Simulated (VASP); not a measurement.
# TeW (Fm-3m) in VASP: notebook

The runs below take TeW through single point, with PBEsol, r2SCAN.

Everything below comes from runs of VASP 6.6.1. Logs are shortened: lines on timing, memory, paths and dates and some standing lists are left out, and cuts for length are marked.

### Step 1. The cell of the first run

Symmetry: Fm-3m, No. 225, cubic system. Conventional cell: a = 5.566 Å, b = 5.566 Å, c = 5.566 Å, α = 90.00°, β = 90.00°, γ = 90.00°. Within 3.7 Å of W (site symmetry m-3m) lie 6 Te at 2.78 Å. Te (site symmetry m-3m) has 6 W at 2.78 Å within 3.7 Å.

### Step 2. Single point, PBEsol, collinear spin

Input file INCAR:

```
SYSTEM = TeW
  PREC = Accurate
  ENCUT = 520
  EDIFF = 1E-7
  ISMEAR = 0
  SIGMA = 0.1
  LREAL = .FALSE.
  LASPH = .TRUE.
  NELM = 150
  ALGO = Normal
  ISIF = 2
  LWAVE = .FALSE.
  LCHARG = .FALSE.
  ISPIN = 2
  MAGMOM = 2.5 0
  LORBIT = 11
  LMAXMIX = 4
  GGA = PS
  NBANDS = 21
```

Input file KPOINTS:

```
Automatic mesh
0
G
  14 14 14
  0 0 0
```

Input file POSCAR:

```
TeW
1.0
    0.0000000000      2.7828287133      2.7828287133
    2.7828287133      0.0000000000      2.7828287133
    2.7828287133      2.7828287133      0.0000000000
W Te
1 1
Direct
    0.0000000000      0.0000000000      0.0000000000
    0.5000000000      0.5000000000      0.5000000000
```

Potentials or basis: VASP PAW PBE potentials, release 64 (W_sv, Te).

Run with:

```console
> cat potpaw_PBE.64/W_sv/POTCAR potpaw_PBE.64/Te/POTCAR > POTCAR
> mpirun -np 1 vasp_std > vasp.out
```

OUTCAR:

```text
SYSTEM = TeW
   PREC = Accurate
   ENCUT = 520
   EDIFF = 1E-7
   ISMEAR = 0
   LREAL = .FALSE.
   LASPH = .TRUE.
   NELM = 150
   ISIF = 2
   ISPIN = 2
   LORBIT = 11
   GGA = PS

 ion  position               nearest neighbor table
   1  0.000  0.000  0.000-   2 2.78   2 2.78   2 2.78   2 2.78   2 2.78   2 2.78
   2  0.500  0.500  0.500-   1 2.78   1 2.78   1 2.78   1 2.78   1 2.78   1 2.78

  LATTYP: Found a face centered cubic cell.
 ALAT       =     5.5656574266

  Lattice vectors:

 A1 = (   0.0000000000,   2.7828287133,   2.7828287133)
 A2 = (   2.7828287133,   0.0000000000,   2.7828287133)
 A3 = (   2.7828287133,   2.7828287133,   0.0000000000)

Analysis of symmetry for initial positions (statically):
=====================================================================
 Subroutine PRICEL returns:
 Original cell was already a primitive cell.

 Routine SETGRP: Setting up the symmetry group for a
 face centered cubic supercell.

 Subroutine GETGRP returns: Found 48 space group operations
 (whereof 48 operations were pure point group operations)
 out of a pool of 48 trial point group operations.

The static configuration has the point symmetry O_h .

Analysis of symmetry for dynamics (positions and initial velocities):
=====================================================================
 Subroutine PRICEL returns:
 Original cell was already a primitive cell.

 Routine SETGRP: Setting up the symmetry group for a
 face centered cubic supercell.

 Subroutine GETGRP returns: Found 48 space group operations
 (whereof 48 operations were pure point group operations)
 out of a pool of 48 trial point group operations.

The dynamic configuration has the point symmetry O_h .

Analysis of structural, dynamic, and magnetic symmetry:
=====================================================================
 Subroutine PRICEL returns:
 Original cell was already a primitive cell.

 Routine SETGRP: Setting up the symmetry group for a
 face centered cubic supercell.

 Subroutine GETGRP returns: Found 48 space group operations
 (whereof 48 operations were pure point group operations)
 out of a pool of 48 trial point group operations.

The overall configuration has the point symmetry O_h .

 Subroutine INISYM returns: Found 48 space group operations
 (whereof 48 operations are pure point group operations),
 and found     1 'primitive' translations

----------------------------------------------------------------------------------------

                                     Primitive cell

  volume of cell :      43.1012

  direct lattice vectors                    reciprocal lattice vectors
     0.000000000  2.782828713  2.782828713    -0.179673293  0.179673293  0.179673293
     2.782828713  0.000000000  2.782828713     0.179673293 -0.179673293  0.179673293
     2.782828713  2.782828713  0.000000000     0.179673293  0.179673293 -0.179673293

  length of vectors
     3.935514108  3.935514108  3.935514108     0.311203273  0.311203273  0.311203273

  position of ions in fractional coordinates (direct lattice)
     0.000000000  0.000000000  0.000000000
     0.500000000  0.500000000  0.500000000

  ion indices of the primitive-cell ions
   primitive index   ion index
                 1           1
                 2           2

----------------------------------------------------------------------------------------

 KPOINTS: Automatic mesh

Automatic generation of k-mesh.
 Grid dimensions read from file:
 generate k-points for:   14   14   14

 Generating k-lattice:

  Cartesian coordinates                     Fractional coordinates (reciprocal lattice)
    -0.012833807  0.012833807  0.012833807     0.071428571  0.000000000  0.000000000
     0.012833807 -0.012833807  0.012833807     0.000000000  0.071428571  0.000000000
     0.012833807  0.012833807 -0.012833807     0.000000000  0.000000000  0.071428571

  Length of vectors
     0.022228805  0.022228805  0.022228805

  Shift w.r.t. Gamma in fractional coordinates (k-lattice)
     0.000000000  0.000000000  0.000000000

 Subroutine IBZKPT returns following result:
 ===========================================

 Found    104 irreducible k-points:

 Following reciprocal coordinates:
            Coordinates               Weight
  0.000000  0.000000  0.000000      1.000000
  0.071429  0.000000  0.000000      8.000000
  0.142857  0.000000  0.000000      8.000000
  0.214286  0.000000  0.000000      8.000000
  0.285714  0.000000  0.000000      8.000000
  0.357143  0.000000  0.000000      8.000000
[... 16 lines left out ...]
  0.214286  0.142857  0.000000     24.000000
  0.285714  0.142857  0.000000     24.000000
 [... further k-points ...]
   k-points           NKPTS =    104   k-points in BZ     NKDIM =    104   number of bands    NBANDS=     21
   number of dos      NEDOS =    301   number of ions     NIONS =      2
   total plane-waves  NPLWV =  27000
   dimension x,y,z NGX =    30 NGY =   30 NGZ =   30
[... 29 lines left out ...]
   ISMEAR =     0;   SIGMA  =   0.10  broadening in eV -4-tet -1-fermi 0-gaus
   EFERMI_NEDOS =   21; number of points for ismear=-14 and -15
   IALGO  =     38    algorithm
   IMIX   =      4    mixing-type and parameters
     AMIX     =   0.40;   BMIX     =  1.00
     AMIX_MAG =   1.60;   BMIX_MAG =  1.00
  volume/ion in A,a.u.               =      21.55       145.43
  Fermi-wavevector in a.u.,A,eV,Ry     =   1.267423  2.395083 21.855880  1.606362
  Thomas-Fermi vector in A             =   2.400572
   LORBIT       =     11    0 simple, 1 ext, 2 COOP (PROOUT), +10 PAW based schemes
   GGA     = PS    functional components
   LHFCALC =     F    Hartree Fock is set to
   AEXX    =    0.0000 exact exchange contribution
   IVDW    =     0    specifies the selected vdW correction
   LEPSILON=     F    determine dielectric tensor
   LRPA    =     F    only Hartree local field effects (RPA)
 spin polarized calculation
 Gauss-broadening in eV      SIGMA  =   0.10
  energy-cutoff  :      520.00
  volume of cell :       43.10
 maximum number of plane-waves:      1211
 NGX is ok and might be reduce to    30
   NGX = 15   NGY = 15   NGZ = 15

 number of electron      20.0000001 magnetization       1.8888815

 Free energy of the ion-electron system (eV)
  ---------------------------------------------------
  ext. energy  EPLUGINS =         0.00000000
  ---------------------------------------------------
  free energy    TOTEN  =       -14.43852209 eV

  energy without entropy =      -14.42822047  energy(sigma->0) =      -14.43337128

 E-fermi :   9.9322     XC(G=0): -11.6013

 val. band max:        9.9321186621   @ k =  -0.4286   0.3571   0.0000
 cond. band min:       9.9372561218   @ k =   0.4286   0.3571   0.0000
 fundamental gap:      0.0051374597
 Fermi energy:         9.9322170894

 spin component 1

 k-point     1 :       0.0000    0.0000    0.0000
  band No.  band energies     occupation
      1     -64.4370      1.00000
      2     -28.7926      1.00000
      3     -28.7926      1.00000
      4     -28.7926      1.00000
      5      -4.5057      1.00000
      6       7.8238      1.00000
[... 13 lines left out ...]
     20      21.0381      0.00000
     21      21.0381      0.00000
[... 529 lines left out ...]
 k-point    24 :       0.2857    0.1429    0.0000
  band No.  band energies     occupation
      1     -64.4364      1.00000
      2     -28.8133      1.00000
      3     -28.7976      1.00000
      4     -28.7959      1.00000
      5      -3.5937      1.00000
      6       4.2013      1.00000
[... 13 lines left out ...]
     20      23.2238      0.00000
     21      23.9544      0.00000

 [... further k-points ...]

 spin component 2

 k-point     1 :       0.0000    0.0000    0.0000
  band No.  band energies     occupation
      1     -63.7879      1.00000
      2     -27.9187      1.00000
      3     -27.9187      1.00000
      4     -27.9187      1.00000
      5      -4.3153      1.00000
      6       8.7037      1.00000
[... 13 lines left out ...]
     20      21.4692      0.00000
     21      21.4692      0.00000
[... 529 lines left out ...]
 k-point    24 :       0.2857    0.1429    0.0000
  band No.  band energies     occupation
      1     -63.7873      1.00000
      2     -27.9397      1.00000
      3     -27.9238      1.00000
      4     -27.9220      1.00000
      5      -3.4386      1.00000
      6       4.6019      1.00000
[... 13 lines left out ...]
     20      23.6629      0.00000
     21      24.3737      0.00000

 [... further k-points ...]

------------------------ aborting loop because EDIFF is reached ----------------------------------------

  FORCE on cell =-STRESS in cart. coord.  units (eV):
  Direction    XX          YY          ZZ          XY          YZ          ZX
  --------------------------------------------------------------------------------------
  -------------------------------------------------------------------------------------
  Total        0.0441223      0.0441223      0.0441223     -0.0000000      0.0000000     -0.0000000
  in kB        1.6401338      1.6401338      1.6401338     -0.0000000      0.0000000     -0.0000000
  external PRESSURE =       1.6401338 kB  Pullay stress =       0.0000000 kB

 VOLUME and BASIS-vectors are now :
 -----------------------------------------------------------------------------
  energy-cutoff  :      520.00
  volume of cell :       43.10
      direct lattice vectors                 reciprocal lattice vectors
     0.000000000  2.782828713  2.782828713    -0.179673293  0.179673293  0.179673293
     2.782828713  0.000000000  2.782828713     0.179673293 -0.179673293  0.179673293
     2.782828713  2.782828713  0.000000000     0.179673293  0.179673293 -0.179673293

 POSITION                                       TOTAL-FORCE (eV/Angst)
 -----------------------------------------------------------------------------------
      0.00000      0.00000      0.00000         0.000000      0.000000      0.000000
      2.78283      2.78283      2.78283        -0.000000      0.000000      0.000000
 -----------------------------------------------------------------------------------
    total drift:                               -0.000000      0.000000      0.000000

  FREE ENERGIE OF THE ION-ELECTRON SYSTEM (eV)
  ---------------------------------------------------
  free  energy   TOTEN  =       -14.4385220862 eV

  energy  without entropy=      -14.4282204671  energy(sigma->0) =      -14.43337128

 total charge

# of ion       s       p       d       tot
------------------------------------------
    1        2.341   6.125   3.504  11.970
    2        1.329   2.003   0.139   3.471
--------------------------------------------------
tot          3.671   8.127   3.643  15.441

 magnetization (x)

# of ion       s       p       d       tot
------------------------------------------
    1        0.101   0.013   1.389   1.503
    2        0.004  -0.045   0.033  -0.008
--------------------------------------------------
tot          0.106  -0.033   1.422   1.494
```

Run time: 80 s. Hardware: 1 thread of Intel Xeon 6975P-C (Granite Rapids), shared host; peak memory 0.29 GiB.

What came out:

| Property | Result |
| --- | --- |
| Free energy | -14.4385 eV |
| Pressure | 0.2 GPa |
| Net moment | 1.89 μB per cell |
| Site moments | W +1.50; Te -0.01 μB |
| Valence electrons inside the program's atomic spheres | W 11.97; Te 3.47 |

Levels at points of the mesh, in eV from the Fermi level:
Spin up:
```
           k point  band 7  band 8  band 9  band 10  band 11  band 12  band 13  band 14  band 15  band 16
(0.00, 0.00, 0.00)   -2.11   -2.11   -1.67    -1.67    -1.34    -1.34    -1.34     2.56     6.35    10.72
(0.50, 0.00, 0.00)   -5.03   -5.03   -0.48    -0.48    -0.26     2.24     4.77     4.77     5.19     5.19
(0.50, 0.50, 0.00)   -3.54   -3.36   -3.36    -0.89    -0.77     0.16     0.16     2.24     8.80    10.60
```
Spin down:
| k point | band 6 | band 7 | band 8 | band 9 | band 10 | band 11 | band 12 | band 13 |
| --- | --- | --- | --- | --- | --- | --- | --- | --- |
| (0.00, 0.00, 0.00) | -1.23 | -1.23 | -1.23 | -1.11 | -1.11 | -1.11 | -0.77 | -0.77 |
| (0.50, 0.00, 0.00) | -7.62 | -4.54 | -4.54 | 0.68 | 0.68 | 0.87 | 2.55 | 5.23 |
| (0.50, 0.50, 0.00) | -5.86 | -3.17 | -3.17 | -2.70 | 0.06 | 0.09 | 1.42 | 1.42 |

Caveat: the PAW data sets were made with another functional, which shifts forces and pressure a little; spin-orbit coupling is left out, which moves the levels of the heavy elements.

### Step 3. Single point, PBEsol, collinear spin

Input file INCAR:

```
SYSTEM = TeW
PREC = Accurate
ENCUT = 520
EDIFF = 1E-7
ISMEAR = 0
SIGMA = 0.1
LREAL = .FALSE.
LASPH = .TRUE.
NELM = 150
ALGO = Normal
ISIF = 2
LWAVE = .FALSE.
LCHARG = .FALSE.
ISPIN = 2
MAGMOM = 0.5 0
LORBIT = 11
LMAXMIX = 4
GGA = PS
NBANDS = 21
```

Input file KPOINTS:

```
regular mesh
0
G
  14 14 14
  0 0 0
```

POSCAR is that of step 2.

Potentials or basis: VASP PAW PBE potentials, release 64 (W_sv, Te).

Run with:

```console
> cat potpaw_PBE.64/W_sv/POTCAR potpaw_PBE.64/Te/POTCAR > POTCAR
> mpirun -np 1 vasp_std > vasp.out
```

Wall time 2.2 min (1 thread of Intel Xeon 6975P-C (Granite Rapids), shared host); peak memory 0.29 GiB.

The run converged. Its results:

```
Free energy                                           : -14.3700 eV
Pressure                                              : -2.9 GPa
Band gap on the k mesh                                : zero (filled and empty bands overlap)
Net moment                                            : 0.00 μB per cell
Valence electrons inside the program's atomic spheres : W 11.95; Te 3.47
```

Levels at points of the mesh, in eV from the Fermi level:
Spin up:
```csv
k point,band 6,band 7,band 8,band 9,band 10,band 11,band 12,band 13,band 14,band 15
"(0.00, 0.00, 0.00)",-1.71,-1.71,-1.71,-1.32,-1.32,-1.30,-1.30,-1.30,2.77,6.46
"(0.50, 0.00, 0.00)",-7.87,-4.83,-4.83,-0.03,-0.03,0.18,2.36,4.96,4.96,5.39
"(0.50, 0.50, 0.00)",-5.99,-3.29,-3.29,-3.20,-0.52,-0.42,0.65,0.65,2.56,9.01
```
Spin down:
```
           k point  band 6  band 7  band 8  band 9  band 10  band 11  band 12  band 13  band 14  band 15
(0.00, 0.00, 0.00)   -1.71   -1.71   -1.71   -1.32    -1.32    -1.30    -1.30    -1.30     2.77     6.46
(0.50, 0.00, 0.00)   -7.87   -4.83   -4.83   -0.03    -0.03     0.18     2.36     4.96     4.96     5.39
(0.50, 0.50, 0.00)   -5.99   -3.29   -3.29   -3.20    -0.52    -0.42     0.65     0.65     2.56     9.01
```

Caveat: the PAW data sets were made with another functional, which shifts forces and pressure a little; spin-orbit coupling is left out, which moves the levels of the heavy elements.

### Step 4. Single point, r2SCAN, collinear spin

POSCAR is that of step 3.

Input file INCAR.step1:

```
ALGO     = Normal         # electronic algorithm
EDIFF    = 1E-4           # SCF threshold, eV
ENCUT    = 520            # plane-wave cutoff, eV
GGA      = PE             # functional
ISMEAR   = 0              # smearing method
ISPIN    = 2              # spin polarisation
LASPH    = True           # aspherical terms in the spheres
LCHARG   = False          # write CHGCAR
LMAXMIX  = 4              # l up to which the mixer works
LREAL    = False          # projectors in reciprocal space
LWAVE    = True           # write WAVECAR
MAGMOM   = 1 0            # initial moments
NBANDS   = 21             # bands
NELM     = 150            # most SCF steps
PREC     = Accurate       # precision mode
SIGMA    = 0.1            # smearing width, eV
```

Input file INCAR.step2:

```
ALGO     = Normal         # electronic algorithm
EDIFF    = 1E-6           # SCF threshold, eV
ENCUT    = 520            # plane-wave cutoff, eV
ISIF     = 2              # what is computed and relaxed
ISMEAR   = 0              # smearing method
ISPIN    = 2              # spin polarisation
ISTART   = 1            
LASPH    = True           # aspherical terms in the spheres
LCHARG   = True           # write CHGCAR
LELF     = True           # ELF
LMAXMIX  = 4              # l up to which the mixer works
LMIXTAU  = True         
LORBIT   = 11             # projections on sites
LREAL    = False          # projectors in reciprocal space
LVHAR    = True         
LWAVE    = False          # write WAVECAR
MAGMOM   = 1 0            # initial moments
METAGGA  = R2SCAN         # meta-GGA
NBANDS   = 21             # bands
NELM     = 150            # most SCF steps
PREC     = Accurate       # precision mode
SIGMA    = 0.1            # smearing width, eV
```

Input file KPOINTS:

```
k-points
0
Gamma
  14 14 14
```

Run with:

```console
> cat potpaw_PBE.64/W_sv/POTCAR potpaw_PBE.64/Te/POTCAR > POTCAR
> cp INCAR.step1 INCAR
> mpirun -np 1 vasp_std > vasp.out
> cp INCAR.step2 INCAR
> mpirun -np 1 vasp_std > vasp.out
```

Wall time 5 min (1 thread of Intel Xeon 6975P-C (Granite Rapids), shared host); peak memory 0.3 GiB.

The run converged. Its results:

| Quantity | Value |
| --- | --- |
| Free energy | -73.9949 eV |
| Pressure | 8.5 GPa |
| Net moment | 2.73 μB per cell |
| Site moments | W +2.23; Te -0.03 μB |
| Valence electrons inside the program's atomic spheres | W 11.99; Te 3.56 |

Levels at points of the mesh, in eV from the Fermi level:
Spin up:
```tsv
k point	band 8	band 9	band 10	band 11	band 12	band 13	band 14	band 15
(0.00, 0.00, 0.00)	-2.82	-2.04	-2.04	-1.62	-1.62	-1.62	2.75	6.80
(0.50, 0.00, 0.00)	-5.55	-1.18	-1.18	-0.96	2.40	4.71	4.71	5.25
(0.50, 0.50, 0.00)	-3.72	-3.72	-1.24	-1.23	-0.61	-0.61	2.21	8.96
```
Spin down:
```tsv
k point	band 5	band 6	band 7	band 8	band 9	band 10	band 11	band 12	band 13	band 14
(0.00, 0.00, 0.00)	-15.05	-1.62	-1.62	-1.62	-0.65	-0.65	-0.65	-0.53	-0.53	4.10
(0.50, 0.00, 0.00)	-13.02	-8.00	-4.85	-4.85	1.39	1.39	1.64	2.92	5.47	5.47
(0.50, 0.50, 0.00)	-13.28	-6.38	-3.64	-3.64	-2.38	0.38	0.63	2.24	2.24	3.72
```

Caveat: the cell stands under pressure; the PAW data sets were made with another functional, which shifts forces and pressure a little; spin-orbit coupling is left out, which moves the levels of the heavy elements.

### Step 5. Single point, PBEsol, collinear spin

Input file INCAR:

```
PREC = Accurate ; ENCUT = 520
EDIFF = 1E-7 ; ISMEAR = 0
SIGMA = 0.1 ; LREAL = F
LASPH = T ; NELM = 150
ALGO = Normal ; ISIF = 2
LWAVE = F ; LCHARG = T
ISPIN = 2 ; MAGMOM = 0.82 0
LORBIT = 11 ; NUPDOWN = 1.0
LMAXMIX = 4 ; GGA = PS
LELF = T ; LVHAR = T
NBANDS = 21
```

Input file KPOINTS:

```
Automatic mesh
0
Gamma
  14 14 14
```

Input file POSCAR:

```
TeW
1.0
    0.0000000000      2.7828287135      2.7828287135
    2.7828287135      0.0000000000      2.7828287135
    2.7828287135      2.7828287135      0.0000000000
W Te
1 1
Direct
    0.0000000000      0.0000000000      0.0000000000
    0.5000000000      0.5000000000      0.5000000000
```

Run with:

```console
> cat potpaw_PBE.64/W_sv/POTCAR potpaw_PBE.64/Te/POTCAR > POTCAR
> mpirun -np 1 vasp_std > vasp.out
```

Run time: 2.1 min. Hardware: 1 thread of Intel Xeon Platinum 8488C (Sapphire Rapids), shared host; peak memory 0.29 GiB.

Results (log left out):

| Property | Result |
| --- | --- |
| Free energy | -14.3985 eV |
| Pressure | -2.1 GPa |
| Net moment | 1.00 μB per cell |
| Site moments | W +0.81; Te -0.01 μB |
| Valence electrons inside the program's atomic spheres | W 11.96; Te 3.47 |

Caveat: the PAW data sets were made with another functional, which shifts forces and pressure a little; spin-orbit coupling is left out, which moves the levels of the heavy elements; the total moment is fixed, so each spin has its own Fermi level.

### Step 6. Summary

| level | fixed moment (μB) | gap on the mesh (eV) | pressure (GPa) | moment (μB) |
| --- | --- | --- | --- | --- |
| PBEsol | - | none | -2.9 | 0.00 |
| r2SCAN | - | none | 8.5 | 2.73 |
| PBEsol | 1.0 | - | -2.1 | 1.00 |

Alike in all rows: task single point; potentials or basis VASP PAW PBE potentials, release 64 (W_sv, Te); spin collinear; cell as given; k mesh 14 × 14 × 14; cutoff (eV) 520; smearing gaussian 0.1 eV.

The pressure there spans -2.9 GPa (PBEsol) to 8.5 GPa (r2SCAN); a positive pressure means that this level wants a larger cell, a negative one a smaller.

Caveats: the PAW data sets were made with another functional, which shifts forces and pressure a little; spin-orbit coupling is left out, which moves the levels of the heavy elements; the cell stands under pressure (at least some runs); the total moment is fixed, so each spin has its own Fermi level (at least some runs).

Absolute energies hang on the potentials; compare differences alone.
